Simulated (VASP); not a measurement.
A run of VASP 6.6.1 is set up as follows.

INCAR

```
SYSTEM = CaF2
PREC     = Accurate       ! precision mode
ENCUT    = 600            ! plane-wave cutoff, eV
EDIFF    = 1E-6           ! SCF threshold, eV
ISMEAR   = -1             ! smearing method
SIGMA    = 0.05           ! smearing width, eV
LREAL    = .FALSE.        ! projectors in reciprocal space
LASPH    = .TRUE.         ! aspherical terms in the spheres
NELM     = 120            ! most SCF steps
ALGO     = Normal         ! electronic algorithm
ISIF     = 2              ! what is computed and relaxed
LWAVE    = .FALSE.        ! write WAVECAR
LCHARG   = .FALSE.        ! write CHGCAR
GGA      = PE             ! functional
NBANDS   = 19             ! bands
GGA_COMPAT= .FALSE.
```

KPOINTS

```
Automatic mesh
0
G
  8 8 8
  0 0 0
```

Contents of POSCAR:

```
CaF2
1.0
    0.0000000000      2.7310000000      2.7310000000
    2.7310000000      0.0000000000      2.7310000000
    2.7310000000      2.7310000000      0.0000000000
Ca F
1 2
Direct
    0.0000000000      0.0000000000      0.0000000000
    0.2500000000      0.2500000000      0.2500000000
    0.7500000000      0.7500000000      0.7500000000
```

Potentials or basis: VASP PAW PBE potentials, release 64 (Ca_sv, F).

Command:

```sh
$ cat potpaw_PBE.64/Ca_sv/POTCAR potpaw_PBE.64/F/POTCAR > POTCAR
$ mpirun -np 1 vasp_std > vasp.out
```

Q: What does it give for the band gap on the k mesh?

A: 7.28 eV (least direct gap 7.54 eV).

Q: What does it give for the pressure?

A: 2.4 GPa.

A k mesh can miss the band edges. As with any semilocal functional, this PBE gap is likely too small.
